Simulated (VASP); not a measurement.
# Ge (P6/mmm) in VASP: further runs

Runs on Ge. Level: LDA. Tasks: single point.

All numbers are computed with VASP 6.6.1; they aren't measurements. Logs are shortened: lines on timing, memory, paths and dates and some standing lists are left out, and cuts for length are marked.

### 1 The cell of the first run

Symmetry: P6/mmm, No. 191, hexagonal system. The conventional cell has a = 4.595 Å, b = 4.595 Å, c = 2.596 Å, α = 90.00°, β = 90.00°, γ = 120.00°. Within 3.4 Å of Ge (site symmetry 6/mmm) lie 14 Ge at 2.60 to 2.95 Å. Ge (site symmetry -6m2) has 11 Ge at 2.60 to 2.95 Å within 3.4 Å.

### 2 Single point, LDA (volume scaled by 0.88)

INCAR reads:

```
ALGO = Normal
EDIFF = 1E-6
ENCUT = 520
GGA = CA
ISIF = 2
ISMEAR = -1
LASPH = True
LCHARG = False
LREAL = False
LWAVE = False
NBANDS = 28
NELM = 60
PREC = Accurate
SIGMA = 0.1
```

KPOINTS reads:

```
k-points
0
Gamma
  9 9 13
```

POSCAR reads:

```
Ge
1.0
    4.5947465516      0.0000000000      0.0000000000
   -2.2973732758      3.9791672377      0.0000000000
    0.0000000000      0.0000000000      2.5960933055
Ge
3
Direct
    1.0000000000      0.0000000000      1.0000000000
    0.3333333333      0.6666666667      0.5000000000
    0.6666666667      0.3333333333      0.5000000000
```

Potentials or basis: VASP PAW LDA potentials, release 64 (Ge_d).

Launch:

```
> cat potpaw_LDA.64/Ge_d/POTCAR > POTCAR
> mpirun -np 1 vasp_std > vasp.out
```

OUTCAR:

```text
EDIFF = 1E-6
   ENCUT = 520
   GGA = CA
   ISIF = 2
   ISMEAR = -1
   LASPH = True
   LREAL = False
   NELM = 60
   PREC = Accurate

 ion  position               nearest neighbor table
   1  0.000  0.000  0.000-
   2  0.333  0.667  0.500-   3 2.65   3 2.65   3 2.65
   3  0.667  0.333  0.500-   2 2.65   2 2.65   2 2.65

  LATTYP: Found a hexagonal cell.
 ALAT       =     4.5947465516
 C/A-ratio  =     0.5650133857

  Lattice vectors:

 A1 = (   4.5947465516,   0.0000000000,   0.0000000000)
 A2 = (  -2.2973732758,   3.9791672377,   0.0000000000)
 A3 = (   0.0000000000,   0.0000000000,   2.5960933055)

Analysis of symmetry for initial positions (statically):
=====================================================================
 Subroutine PRICEL returns:
 Original cell was already a primitive cell.

 Routine SETGRP: Setting up the symmetry group for a
 hexagonal supercell.

 Subroutine GETGRP returns: Found 24 space group operations
 (whereof 24 operations were pure point group operations)
 out of a pool of 24 trial point group operations.

The static configuration has the point symmetry D_6h.

Analysis of symmetry for dynamics (positions and initial velocities):
=====================================================================
 Subroutine PRICEL returns:
 Original cell was already a primitive cell.

 Routine SETGRP: Setting up the symmetry group for a
 hexagonal supercell.

 Subroutine GETGRP returns: Found 24 space group operations
 (whereof 24 operations were pure point group operations)
 out of a pool of 24 trial point group operations.

The dynamic configuration has the point symmetry D_6h.

 Subroutine INISYM returns: Found 24 space group operations
 (whereof 24 operations are pure point group operations),
 and found     1 'primitive' translations

----------------------------------------------------------------------------------------

                                     Primitive cell

  volume of cell :      47.4651

  direct lattice vectors                    reciprocal lattice vectors
     4.594746552  0.000000000  0.000000000     0.217639861  0.125654432  0.000000000
    -2.297373276  3.979167238  0.000000000     0.000000000  0.251308864  0.000000000
     0.000000000  0.000000000  2.596093306     0.000000000  0.000000000  0.385194168

  length of vectors
     4.594746552  4.594746552  2.596093306     0.251308864  0.251308864  0.385194168

  position of ions in fractional coordinates (direct lattice)
     0.000000000  0.000000000  0.000000000
     0.333333333  0.666666667  0.500000000
     0.666666667  0.333333333  0.500000000

  ion indices of the primitive-cell ions
   primitive index   ion index
                 1           1
                 2           2
                 3           3

----------------------------------------------------------------------------------------

 KPOINTS: k-points

Automatic generation of k-mesh.
 Grid dimensions read from file:
 generate k-points for:    9    9   13

 Generating k-lattice:

  Cartesian coordinates                     Fractional coordinates (reciprocal lattice)
     0.024182207  0.013961604  0.000000000     0.111111111  0.000000000  0.000000000
     0.000000000  0.027923207  0.000000000     0.000000000  0.111111111  0.000000000
     0.000000000  0.000000000  0.029630321     0.000000000  0.000000000  0.076923077

  Length of vectors
     0.027923207  0.027923207  0.029630321

  Shift w.r.t. Gamma in fractional coordinates (k-lattice)
     0.000000000  0.000000000  0.000000000

 Subroutine IBZKPT returns following result:
 ===========================================

 Found     84 irreducible k-points:

 Following reciprocal coordinates:
            Coordinates               Weight
  0.000000  0.000000  0.000000      1.000000
  0.111111 -0.000000  0.000000      6.000000
  0.222222 -0.000000  0.000000      6.000000
  0.333333  0.000000  0.000000      6.000000
  0.444444 -0.000000  0.000000      6.000000
  0.111111  0.111111  0.000000      6.000000
[... 16 lines left out ...]
  0.333333  0.222222  0.076923     24.000000
  0.333333  0.333333  0.076923      4.000000
 [... further k-points ...]
   k-points           NKPTS =     84   k-points in BZ     NKDIM =     84   number of bands    NBANDS=     28
   number of dos      NEDOS =    301   number of ions     NIONS =      3
   total plane-waves  NPLWV =  25920
   dimension x,y,z NGX =    36 NGY =   36 NGZ =   20
   dimension x,y,z NGXF=    72 NGYF=   72 NGZF=   40
   ions per type =               3
   NGX,Y,Z   is equivalent  to a cutoff of  13.03, 13.03, 12.81 a.u.
   NGXF,Y,Z  is equivalent  to a cutoff of  26.05, 26.05, 25.61 a.u.
 SYSTEM =  unknown system
   PREC   = accura    normal or accurate (medium, high low for compatibility)
   ISTART =      0    job   : 0-new  1-cont  2-samecut
   ICHARG =      2    charge: 1-file 2-atom 10-const
   ISPIN  =      1    spin polarized calculation?
   LNONCOLLINEAR =      F non collinear calculations
   LSORBIT =      F    spin-orbit coupling
   LASPH  =      T    aspherical Exc in radial PAW
   ENCUT  =  520.0 eV  38.22 Ry    6.18 a.u.   8.54  8.54  4.83*2*pi/ulx,y,z
   NELM   =     60;   NELMIN=  2; NELMDL= -5     # of ELM steps
   EDIFF  = 0.1E-05   stopping-criterion for ELM
   LREAL  =      F    real-space projection
   EDIFFG = 0.1E-04   stopping-criterion for IOM
   NSW    =      0    number of steps for IOM
   IBRION =     -1    ionic relax: 0-MD 1-quasi-New 2-CG
   NFREE  =      0    steps in history (QN), initial steepest desc. (CG)
   ISIF   =      2    stress and relaxation
   ISYM   =      2    0-nonsym 1-usesym 2-fastsym
   POTIM  = 0.5000    time-step for ionic-motion
   TEBEG  =    0.0;   TEEND  =   0.0 temperature during run
   PSTRESS=    0.0 pullay stress
   NELECT =      42.0000    total number of electrons
   NUPDOWN=      -1.0000    fix difference up-down
   EMIN   =  10.00;   EMAX   =-10.00  energy-range for DOS
   EFERMI =   0.00;   METHOD = LEGACY
   ISMEAR =    -1;   SIGMA  =   0.10  broadening in eV -4-tet -1-fermi 0-gaus
   EFERMI_NEDOS =   21; number of points for ismear=-14 and -15
   IALGO  =     38    algorithm
   IMIX   =      4    mixing-type and parameters
     AMIX     =   0.40;   BMIX     =  1.00
     AMIX_MAG =   1.60;   BMIX_MAG =  1.00
  volume/ion in A,a.u.               =      15.82       106.77
  Fermi-wavevector in a.u.,A,eV,Ry     =   1.571689  2.970061 33.609192  2.470206
  Thomas-Fermi vector in A             =   2.673235
   LORBIT       =      0    0 simple, 1 ext, 2 COOP (PROOUT), +10 PAW based schemes
   GGA     = CA    functional components
   LHFCALC =     F    Hartree Fock is set to
   AEXX    =    0.0000 exact exchange contribution
   IVDW    =     0    specifies the selected vdW correction
   LEPSILON=     F    determine dielectric tensor
   LRPA    =     F    only Hartree local field effects (RPA)
 non-spin polarized calculation
  energy-cutoff  :      520.00
  volume of cell :       47.47
 maximum number of plane-waves:      1306
 NGX is ok and might be reduce to    36
   NGX = 17   NGY = 17   NGZ =  9

 number of electron      42.0000006 magnetization

 Free energy of the ion-electron system (eV)
  ---------------------------------------------------
  ext. energy  EPLUGINS =         0.00000000
  ---------------------------------------------------
  free energy    TOTEN  =       -14.44900923 eV

  energy without entropy =      -14.40882248  energy(sigma->0) =      -14.42891586

 E-fermi :   8.6707     XC(G=0): -12.4905

 val. band max:        8.6655968133   @ k =   0.1111   0.1111   0.3846
 cond. band min:       8.6970065163   @ k =   0.1111   0.1111   0.3846
 fundamental gap:      0.0314097030
 Fermi energy:         8.6706825713

 k-point     1 :       0.0000    0.0000    0.0000
  band No.  band energies     occupation
      1     -16.5889      2.00000
      2     -16.4485      2.00000
      3     -16.4485      2.00000
      4     -16.4410      2.00000
      5     -16.3675      2.00000
      6     -16.3675      2.00000
[... 20 lines left out ...]
     27      21.0041      0.00000
     28      21.1335      0.00000

 k-point     2 :       0.1111   -0.0000    0.0000
  band No.  band energies     occupation
      1     -16.5883      2.00000
      2     -16.4497      2.00000
      3     -16.4496      2.00000
      4     -16.4398      2.00000
      5     -16.3680      2.00000
      6     -16.3674      2.00000
[... 20 lines left out ...]
     27      20.7277      0.00000
     28      20.8900      0.00000

 k-point     3 :       0.2222   -0.0000    0.0000
  band No.  band energies     occupation
      1     -16.5867      2.00000
      2     -16.4544      2.00000
      3     -16.4524      2.00000
      4     -16.4355      2.00000
      5     -16.3736      2.00000
      6     -16.3692      2.00000
[... 20 lines left out ...]
     27      19.8782      0.00000
     28      20.4760      0.00000

 k-point     4 :       0.3333    0.0000    0.0000
  band No.  band energies     occupation
      1     -16.5849      2.00000
      2     -16.4622      2.00000
      3     -16.4553      2.00000
      4     -16.4294      2.00000
      5     -16.3877      2.00000
      6     -16.3705      2.00000
[... 20 lines left out ...]
     27      19.5328      0.00000
     28      20.1330      0.00000

 k-point     5 :       0.4444   -0.0000    0.0000
  band No.  band energies     occupation
      1     -16.5838      2.00000
      2     -16.4683      2.00000
      3     -16.4570      2.00000
      4     -16.4241      2.00000
      5     -16.3966      2.00000
      6     -16.3714      2.00000
[... 20 lines left out ...]
     27      18.4558      0.00000
     28      19.9442      0.00000

 k-point     6 :       0.1111    0.1111    0.0000
  band No.  band energies     occupation
      1     -16.5871      2.00000
      2     -16.4529      2.00000
      3     -16.4514      2.00000
      4     -16.4369      2.00000
      5     -16.3692      2.00000
      6     -16.3687      2.00000
[... 463 lines left out ...]
      5     -16.3864      2.00000
      6     -16.3802      2.00000
[... 20 lines left out ...]
     27      17.8902      0.00000
     28      18.4028      0.00000

 k-point    22 :       0.2222    0.2222    0.0769
  band No.  band energies     occupation
      1     -16.5672      2.00000
      2     -16.4603      2.00000
      3     -16.4602      2.00000
      4     -16.4118      2.00000
      5     -16.3777      2.00000
      6     -16.3770      2.00000
[... 20 lines left out ...]
     27      17.5754      0.00000
     28      20.0759      0.00000

 k-point    23 :       0.3333    0.2222    0.0769
  band No.  band energies     occupation
      1     -16.5665      2.00000
      2     -16.4647      2.00000
      3     -16.4617      2.00000
      4     -16.4038      2.00000
      5     -16.3869      2.00000
      6     -16.3766      2.00000
[... 20 lines left out ...]
     27      17.1963      0.00000
     28      19.0045      0.00000

 k-point    24 :       0.3333    0.3333    0.0769
  band No.  band energies     occupation
      1     -16.5662      2.00000
      2     -16.4643      2.00000
      3     -16.4643      2.00000
      4     -16.3945      2.00000
      5     -16.3945      2.00000
      6     -16.3729      2.00000
[... 20 lines left out ...]
     27      16.3819      0.00000
     28      18.8242      0.00000

 [... further k-points ...]

------------------------ aborting loop because EDIFF is reached ----------------------------------------

  FORCE on cell =-STRESS in cart. coord.  units (eV):
  Direction    XX          YY          ZZ          XY          YZ          ZX
  --------------------------------------------------------------------------------------
  -------------------------------------------------------------------------------------
  Total        3.1276109      3.1276109      5.7428269      0.0000000      0.0000000      0.0000000
  in kB      105.5721211    105.5721211    193.8484159      0.0000000      0.0000000      0.0000000
  external PRESSURE =     134.9975527 kB  Pullay stress =       0.0000000 kB

 VOLUME and BASIS-vectors are now :
 -----------------------------------------------------------------------------
  energy-cutoff  :      520.00
  volume of cell :       47.47
      direct lattice vectors                 reciprocal lattice vectors
     4.594746552  0.000000000  0.000000000     0.217639861  0.125654432  0.000000000
    -2.297373276  3.979167238  0.000000000     0.000000000  0.251308864  0.000000000
     0.000000000  0.000000000  2.596093306     0.000000000  0.000000000  0.385194168

 POSITION                                       TOTAL-FORCE (eV/Angst)
 -----------------------------------------------------------------------------------
      0.00000      0.00000      0.00000        -0.000000      0.000000     -0.000000
     -0.00000      2.65278      1.29805        -0.000000      0.000000      0.000000
      2.29737      1.32639      1.29805         0.000000     -0.000000     -0.000000
 -----------------------------------------------------------------------------------
    total drift:                                0.000000      0.000000     -0.000000

  FREE ENERGIE OF THE ION-ELECTRON SYSTEM (eV)
  ---------------------------------------------------
  free  energy   TOTEN  =       -14.4490092293 eV

  energy  without entropy=      -14.4088224819  energy(sigma->0) =      -14.42891586
```

Wall time 56 s (1 thread of Intel Xeon Platinum 8259CL at 2.50GHz (Skylake/Cascade Lake), shared host); peak memory 0.2 GiB.

Results:

| Quantity | Value |
| --- | --- |
| Free energy | -14.4490 eV |
| Pressure | 13.5 GPa |
| Band gap on the k mesh | zero (band 21 reaches 11.18 eV, above the bottom of band 22 at 4.52 eV) |

Stress tensor (GPa, compression positive):
```
10.56  0.00  0.00
 0.00 10.56  0.00
 0.00  0.00 19.38
```

(Continued in part 2 of 2.)
